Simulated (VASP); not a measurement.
# NaCl in VASP: further runs, part 2 of 2

VASP 6.6.1. The steps go on from the part before.

## Step 4: Single point, LDA

File INCAR:

```
PREC = Accurate
ENCUT = 500
EDIFF = 1E-6
ISMEAR = -1
SIGMA = 0.05
LREAL = F
LASPH = T
NELM = 120
ALGO = Normal
ISIF = 2
LWAVE = F
LCHARG = F
NBANDS = 14
GGA_COMPAT = F
```

File KPOINTS:

```
Automatic mesh
0
Gamma
  7 7 7
```

File POSCAR:

```
NaCl
1.0
    2.8793249105      0.0000000000      0.0000000000
    0.0000000000      2.8793249105      0.0000000000
    0.0000000000      0.0000000000      2.8217384123
Na Cl
1 1
Direct
    0.0000000000      0.0000000000      0.0000000000
    0.5000000000      0.5000000000      0.5000000000
```

Potentials or basis: VASP PAW LDA potentials, release 64 (Na_pv, Cl).

Launch:

```bash
$ cat potpaw_LDA.64/Na_pv/POTCAR potpaw_LDA.64/Cl/POTCAR > POTCAR
$ mpirun -np 1 vasp_std > vasp.out
```

OUTCAR:

```text
PREC = Accurate
   ENCUT = 500
   EDIFF = 1E-6
   ISMEAR = -1
   LREAL = F
   LASPH = T
   NELM = 120
   ISIF = 2

 ion  position               nearest neighbor table
   1  0.000  0.000  0.000-   2 2.48   2 2.48   2 2.48   2 2.48   2 2.48   2 2.48   2 2.48   2 2.48

   2  0.500  0.500  0.500-   1 2.48   1 2.48   1 2.48   1 2.48   1 2.48   1 2.48   1 2.48   1 2.48

  LATTYP: Found a simple tetragonal cell.
 ALAT       =     2.8793249105
 C/A-ratio  =     0.9800000000

  Lattice vectors:

 A1 = (   2.8793249105,   0.0000000000,   0.0000000000)
 A2 = (   0.0000000000,   2.8793249105,   0.0000000000)
 A3 = (   0.0000000000,   0.0000000000,   2.8217384123)

Analysis of symmetry for initial positions (statically):
=====================================================================
 Subroutine PRICEL returns:
 Original cell was already a primitive cell.

 Routine SETGRP: Setting up the symmetry group for a
 simple tetragonal supercell.

 Subroutine GETGRP returns: Found 16 space group operations
 (whereof 16 operations were pure point group operations)
 out of a pool of 16 trial point group operations.

The static configuration has the point symmetry D_4h.

Analysis of symmetry for dynamics (positions and initial velocities):
=====================================================================
 Subroutine PRICEL returns:
 Original cell was already a primitive cell.

 Routine SETGRP: Setting up the symmetry group for a
 simple tetragonal supercell.

 Subroutine GETGRP returns: Found 16 space group operations
 (whereof 16 operations were pure point group operations)
 out of a pool of 16 trial point group operations.

The dynamic configuration has the point symmetry D_4h.

 Subroutine INISYM returns: Found 16 space group operations
 (whereof 16 operations are pure point group operations),
 and found     1 'primitive' translations

----------------------------------------------------------------------------------------

                                     Primitive cell

  volume of cell :      23.3937

  direct lattice vectors                    reciprocal lattice vectors
     2.879324910  0.000000000  0.000000000     0.347303632  0.000000000  0.000000000
     0.000000000  2.879324910  0.000000000     0.000000000  0.347303632  0.000000000
     0.000000000  0.000000000  2.821738412     0.000000000  0.000000000  0.354391462

  length of vectors
     2.879324910  2.879324910  2.821738412     0.347303632  0.347303632  0.354391462

  position of ions in fractional coordinates (direct lattice)
     0.000000000  0.000000000  0.000000000
     0.500000000  0.500000000  0.500000000

  ion indices of the primitive-cell ions
   primitive index   ion index
                 1           1
                 2           2

----------------------------------------------------------------------------------------

 KPOINTS: Automatic mesh

Automatic generation of k-mesh.
 Grid dimensions read from file:
 generate k-points for:    7    7    7

 Generating k-lattice:

[... 40 lines left out ...]
  0.285714  0.000000  0.285714      8.000000
  0.428571  0.000000  0.285714      8.000000
 [... further k-points ...]
   k-points           NKPTS =     40   k-points in BZ     NKDIM =     40   number of bands    NBANDS=     14
   number of dos      NEDOS =    301   number of ions     NIONS =      2
   total plane-waves  NPLWV =  13824
   dimension x,y,z NGX =    24 NGY =   24 NGZ =   24
   dimension x,y,z NGXF=    48 NGYF=   48 NGZF=   48
   ions per type =               1   1
   NGX,Y,Z   is equivalent  to a cutoff of  13.86, 13.86, 14.14 a.u.
   NGXF,Y,Z  is equivalent  to a cutoff of  27.71, 27.71, 28.28 a.u.
 SYSTEM =  unknown system
   PREC   = accura    normal or accurate (medium, high low for compatibility)
   ISTART =      0    job   : 0-new  1-cont  2-samecut
   ICHARG =      2    charge: 1-file 2-atom 10-const
   ISPIN  =      1    spin polarized calculation?
   LNONCOLLINEAR =      F non collinear calculations
   LSORBIT =      F    spin-orbit coupling
   LASPH  =      T    aspherical Exc in radial PAW
   ENCUT  =  500.0 eV  36.75 Ry    6.06 a.u.   5.25  5.25  5.14*2*pi/ulx,y,z
   NELM   =    120;   NELMIN=  2; NELMDL= -5     # of ELM steps
   EDIFF  = 0.1E-05   stopping-criterion for ELM
   LREAL  =      F    real-space projection
   EDIFFG = 0.1E-04   stopping-criterion for IOM
   NSW    =      0    number of steps for IOM
   IBRION =     -1    ionic relax: 0-MD 1-quasi-New 2-CG
   NFREE  =      0    steps in history (QN), initial steepest desc. (CG)
   ISIF   =      2    stress and relaxation
   ISYM   =      2    0-nonsym 1-usesym 2-fastsym
   POTIM  = 0.5000    time-step for ionic-motion
   TEBEG  =    0.0;   TEEND  =   0.0 temperature during run
   PSTRESS=    0.0 pullay stress
   NELECT =      14.0000    total number of electrons
   NUPDOWN=      -1.0000    fix difference up-down
   EMIN   =  10.00;   EMAX   =-10.00  energy-range for DOS
   EFERMI =   0.00;   METHOD = LEGACY
   ISMEAR =    -1;   SIGMA  =   0.05  broadening in eV -4-tet -1-fermi 0-gaus
   EFERMI_NEDOS =   21; number of points for ismear=-14 and -15
   IALGO  =     38    algorithm
   IMIX   =      4    mixing-type and parameters
     AMIX     =   0.40;   BMIX     =  1.00
     AMIX_MAG =   1.60;   BMIX_MAG =  1.00
  volume/ion in A,a.u.               =      11.70        78.93
  Fermi-wavevector in a.u.,A,eV,Ry     =   1.379595  2.607056 25.895713  1.903281
  Thomas-Fermi vector in A             =   2.504550
   LORBIT       =      0    0 simple, 1 ext, 2 COOP (PROOUT), +10 PAW based schemes
   GGA     = CA    functional components
   LHFCALC =     F    Hartree Fock is set to
   AEXX    =    0.0000 exact exchange contribution
   IVDW    =     0    specifies the selected vdW correction
   LEPSILON=     F    determine dielectric tensor
   LRPA    =     F    only Hartree local field effects (RPA)
 non-spin polarized calculation
  energy-cutoff  :      500.00
  volume of cell :       23.39
 maximum number of plane-waves:       611
 NGX is ok and might be reduce to    24

 number of electron      14.0000002 magnetization

 Free energy of the ion-electron system (eV)
  ---------------------------------------------------
  ext. energy  EPLUGINS =         0.00000000
  ---------------------------------------------------
  free energy    TOTEN  =        -5.52313175 eV

  energy without entropy =       -5.52313175  energy(sigma->0) =       -5.52313175

 E-fermi :   7.8297     XC(G=0): -11.8954

 val. band max:        6.7374097515   @ k =   0.4286   0.4286   0.0000
 cond. band min:      11.1525051488   @ k =   0.4286   0.4286   0.0000
 fundamental gap:      4.4150953973
 Fermi energy:         7.8297325233

 k-point     1 :       0.0000    0.0000    0.0000
  band No.  band energies     occupation
      1     -16.1063      2.00000
      2     -16.1063      2.00000
      3     -16.0892      2.00000
      4     -10.3001      2.00000
      5       5.2421      2.00000
      6       5.2421      2.00000
      7       5.6082      2.00000
      8      12.9167      0.00000
      9      13.0776      0.00000
     10      13.7524      0.00000
     11      24.0998      0.00000
     12      24.5697      0.00000
     13      24.5697      0.00000
     14      28.5048      0.00000
[... 377 lines left out ...]
      1     -16.4155      2.00000
      2     -16.2662      2.00000
      3     -16.0501      2.00000
      4      -8.2389      2.00000
      5       0.7577      2.00000
      6       2.6568      2.00000
      7       6.1602      2.00000
      8      13.0343      0.00000
      9      16.1564      0.00000
     10      19.2752      0.00000
     11      20.7707      0.00000
     12      20.8474      0.00000
     13      21.2703      0.00000
     14      26.4831      0.00000

 [... further k-points ...]

------------------------ aborting loop because EDIFF is reached ----------------------------------------

  FORCE on cell =-STRESS in cart. coord.  units (eV):
  Direction    XX          YY          ZZ          XY          YZ          ZX
  --------------------------------------------------------------------------------------
  -------------------------------------------------------------------------------------
  Total        7.6949432      7.6949432      8.4744978      0.0000000     -0.0000000      0.0000000
  in kB      527.0088446    527.0088446    580.3987283      0.0000000     -0.0000000      0.0000000
  external PRESSURE =     544.8054725 kB  Pullay stress =       0.0000000 kB

 VOLUME and BASIS-vectors are now :
 -----------------------------------------------------------------------------
  energy-cutoff  :      500.00
  volume of cell :       23.39
      direct lattice vectors                 reciprocal lattice vectors
     2.879324910  0.000000000  0.000000000     0.347303632  0.000000000  0.000000000
     0.000000000  2.879324910  0.000000000     0.000000000  0.347303632  0.000000000
     0.000000000  0.000000000  2.821738412     0.000000000  0.000000000  0.354391462

 POSITION                                       TOTAL-FORCE (eV/Angst)
 -----------------------------------------------------------------------------------
      0.00000      0.00000      0.00000         0.000000      0.000000      0.000000
      1.43966      1.43966      1.41087         0.000000      0.000000      0.000000
 -----------------------------------------------------------------------------------
    total drift:                               -0.000000     -0.000000     -0.000000

  FREE ENERGIE OF THE ION-ELECTRON SYSTEM (eV)
  ---------------------------------------------------
  free  energy   TOTEN  =        -5.5231317470 eV

  energy  without entropy=       -5.5231317470  energy(sigma->0) =       -5.52313175
```

OSZICAR:

```text
N       E                     dE             d eps       ncg     rms          rms(c)
DAV:   1     0.999514442435E+02    0.99951E+02   -0.70857E+03  1120   0.119E+03
DAV:   2    -0.408807071565E+00   -0.10036E+03   -0.92163E+02  1302   0.304E+02
DAV:   3    -0.578700011889E+01   -0.53782E+01   -0.53538E+01  1426   0.641E+01
DAV:   4    -0.583852295695E+01   -0.51523E-01   -0.51508E-01  1294   0.652E+00
DAV:   5    -0.583921959262E+01   -0.69664E-03   -0.69662E-03  1468   0.795E-01    0.592E+00
DAV:   6    -0.558012292073E+01    0.25910E+00   -0.22653E-01  1568   0.601E+00    0.399E+00
DAV:   7    -0.552679774212E+01    0.53325E-01   -0.10777E-01  1510   0.340E+00    0.178E+00
DAV:   8    -0.552326136759E+01    0.35364E-02   -0.98293E-03  1282   0.106E+00    0.223E-01
DAV:   9    -0.552313470986E+01    0.12666E-03   -0.28427E-04  1522   0.289E-01    0.562E-02
DAV:  10    -0.552313191539E+01    0.27945E-05   -0.29636E-05  1470   0.106E-01    0.974E-03
DAV:  11    -0.552313174701E+01    0.16838E-06   -0.45202E-06  1330   0.270E-02
   1 F= -.55231317E+01 E0= -.55231317E+01  d E =-.887662E-11
```

stdout:

```text
POSCAR found type information on POSCAR NaCl
 POSCAR found :  2 types and       2 ions
 scaLAPACK will be used
 LDA part: xc-table for (Slater(with rela. corr.)+CA(PZ))
 , standard interpolation
 POSCAR, INCAR and KPOINTS ok, starting setup
 FFT: planning ... GRIDC
 FFT: planning ... GRID_SOFT
 FFT: planning ... GRID
 WAVECAR not read
 entering main loop
```

Run time: 7.7 s. Hardware: 1 thread of Intel Xeon Platinum 8488C (Sapphire Rapids), shared host; peak memory 0.12 GiB.

What came out:

| Quantity | Value |
| --- | --- |
| Free energy | -5.5231 eV |
| Pressure | 54.5 GPa |
| Band gap on the k mesh | 4.42 eV, direct |

Levels at points of the mesh, in eV from the valence-band top:
```csv
k point,band 4,band 5,band 6,band 7,band 8,band 9,band 10,band 11
"(0.00, 0.00, 0.00)",-17.04,-1.50,-1.50,-1.13,6.18,6.34,7.01,17.36
```

## Step 5: Single point, LDA

File INCAR:

```
SYSTEM = NaCl
PREC = Accurate
ENCUT = 500
EDIFF = 1E-6
ISMEAR = -1
SIGMA = 0.05
LREAL = .FALSE.
LASPH = .TRUE.
NELM = 120
ALGO = Normal
ISIF = 2
LWAVE = .FALSE.
LCHARG = .FALSE.
NBANDS = 14
GGA_COMPAT = .FALSE.
```

File KPOINTS:

```
regular mesh
0
G
  7 7 7
  0 0 0
```

File POSCAR:

```
NaCl
1.0
    2.8411836658      0.0000000000      0.0000000000
    0.0000000000      2.8411836658      0.0000000000
    0.0000000000      0.0000000000      2.8980073391
Na Cl
1 1
Direct
    0.0000000000      0.0000000000      0.0000000000
    0.5000000000      0.5000000000      0.5000000000
```

Launch:

```bash
$ cat potpaw_LDA.64/Na_pv/POTCAR potpaw_LDA.64/Cl/POTCAR > POTCAR
$ mpirun -np 1 vasp_std > vasp.out
```

Run time: 5.8 s. Hardware: 1 thread of Intel Xeon Platinum 8488C (Sapphire Rapids), shared host; peak memory 0.12 GiB.

Results (log left out):

| Item | Value |
| --- | --- |
| Free energy | -5.5235 eV |
| Pressure | 54.5 GPa |
| Band gap on the k mesh | 4.52 eV, direct |

Stress tensor (GPa, compression positive):
```
56.15  0.00  0.00
 0.00 56.15  0.00
 0.00  0.00 51.12
```

Levels at points of the mesh, in eV from the valence-band top:
| k point | band 5 | band 6 | band 7 | band 8 | band 9 | band 10 |
| --- | --- | --- | --- | --- | --- | --- |
| (0.00, 0.00, 0.00) | -1.52 | -1.17 | -1.17 | 6.21 | 6.52 | 7.08 |

A k mesh can miss the band edges. A hybrid or GW would open this gap; LDA tends to underestimate it.

## Step 6: Single point, LDA

This run uses another cell than the first one, of the same volume but with other edges.

File INCAR:

```
ALGO = Normal
EDIFF = 1E-6
ENCUT = 500
GGA = CA
GGA_COMPAT = F
ISIF = 2
ISMEAR = -1
LASPH = T
LCHARG = T
LELF = T
LREAL = F
LVHAR = T
LWAVE = F
NBANDS = 14
NELM = 120
PREC = Accurate
SIGMA = 0.05
```

File KPOINTS:

```
k-points
0
Gamma
  7 7 7
```

File POSCAR:

```
NaCl
1.0
    2.8228529383      0.0000000000      0.0000000000
    0.0000000000      2.8228529383      0.0000000000
    0.0000000000      0.0000000000      2.9357670558
Na Cl
1 1
Direct
    0.0000000000      0.0000000000      0.0000000000
    0.5000000000      0.5000000000      0.5000000000
```

Potentials or basis: VASP PAW LDA potentials, release 64 (Na_pv, Cl).

Launch:

```bash
$ cat potpaw_LDA.64/Na_pv/POTCAR potpaw_LDA.64/Cl/POTCAR > POTCAR
$ mpirun -np 1 vasp_std > vasp.out
```

Run time: 8.9 s. Hardware: 1 thread of Intel Xeon Platinum 8488C (Sapphire Rapids), shared host; peak memory 0.12 GiB.

The run converged. Its results:

| Property | Result |
| --- | --- |
| Free energy | -5.5094 eV |
| Pressure | 54.6 GPa |
| Band gap on the k mesh | 4.41 eV, direct |

Stress tensor (GPa, compression positive):
```
57.85  0.00  0.00
 0.00 57.85  0.00
 0.00  0.00 48.06
```

Levels at points of the mesh, in eV from the valence-band top:
```
           k point  band 4  band 5  band 6  band 7  band 8  band 9  band 10  band 11
(0.00, 0.00, 0.00)  -17.04   -1.83   -1.14   -1.14    5.88    6.55     7.11    17.40
```

A k mesh can miss the band edges. LDA gaps usually lie below the measured ones, often by a third to a half.

## Step 7: The runs side by side

| cell | gap on the mesh (eV) | pressure (GPa) |
| --- | --- | --- |
| a = 2.860 Å, 2 atoms | 4.62 | 54.4 |
| a = 2.899, b = 2.899, c = 2.783 Å, 2 atoms | 4.19 | 54.6 |
| a = 2.879, b = 2.879, c = 2.822 Å, 2 atoms | 4.42 | 54.5 |
| a = 2.841, b = 2.841, c = 2.898 Å, 2 atoms | 4.52 | 54.5 |
| a = 2.823, b = 2.823, c = 2.936 Å, 2 atoms | 4.41 | 54.6 |

Alike in all rows: task single point; level LDA; potentials or basis VASP PAW LDA potentials, release 64 (Na_pv, Cl); no spin polarisation; k mesh 7 × 7 × 7; cutoff (eV) 500; smearing fermi-dirac 0.05 eV.

Absolute energies hang on the potentials; compare differences alone.
